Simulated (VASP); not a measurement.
Here is a VASP 6.6.1 calculation.

Contents of INCAR:

```
PREC = Accurate ; ENCUT = 520
EDIFF = 1E-6 ; ISMEAR = 0
SIGMA = 0.01 ; LREAL = False
LASPH = True ; NELM = 100
ALGO = Normal ; ISIF = 2
LWAVE = False ; LCHARG = False
GGA = CA ; NBANDS = 28
```

File KPOINTS:

```
regular mesh
0
Gamma
  6 6 6
```

The input POSCAR:

```
La2O3
1.0
    6.2667800000      0.0000000000      0.0000000000
   -3.1333900000      5.4271900000      0.0000000000
    0.0000000000      0.0000000000      3.2997700000
La O
2 3
Direct
    0.3333333333      0.6666666667      0.5000000000
    0.6666666667      0.3333333333      0.5000000000
    0.4919900000      0.4919900000      0.0000000000
    0.0000000000      0.5080100000      0.0000000000
    0.5080100000      0.0000000000      0.0000000000
```

Potentials or basis: VASP PAW LDA potentials, release 64 (La, O).

Run with:

```sh
$ cat potpaw_LDA.64/La/POTCAR potpaw_LDA.64/O/POTCAR > POTCAR
$ mpirun -np 1 vasp_std > vasp.out
```

(1) What does it give for the pressure?

(2) Estimate the band gap on the k mesh.

(3) What does it give for the largest force?

Results:

(1) -3.3 GPa.

(2) 1.38 eV (least direct gap 1.90 eV).

(3) 0.073 eV/Å.

Caveat: the cell stands under tension; spin-orbit coupling is left out, which moves the levels of the heavy elements.
